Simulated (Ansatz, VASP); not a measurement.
One calculation of B, two programs

```xyz
1
Lattice="0.0000 1.4277 1.4277 1.4277 0.0000 1.4277 1.4277 1.4277 0.0000" Properties=species:S:1:pos:R:3 pbc="T T T"
B     0.0000    0.0000    0.0000
```

Alike in both runs: functional r2SCAN; k mesh 18 × 18 × 18; occupations fermi-dirac, width 0.1 eV; no spin polarisation.

Ansatz relaxed the structure, and its values are those at the end. VASP's run is a single point on that final structure, the one shown.

|  | VASP | Ansatz |
| --- | --- | --- |
| version | VASP 6.6.1 | Ansatz 0.2.0 |
| potentials or method | VASP PAW PBE potentials, release 64 (B), cutoff 520 eV | plane waves (500 eV) with PAW, scalar-relativistic |
| valence electrons in the cell | 3 | 3 |

|  | VASP | Ansatz | Ansatz less VASP |
| --- | --- | --- | --- |
| pressure (GPa) | -0.3 | 0.0 | +0.28 |

VASP's potentials were made for PBE, not for r2SCAN.
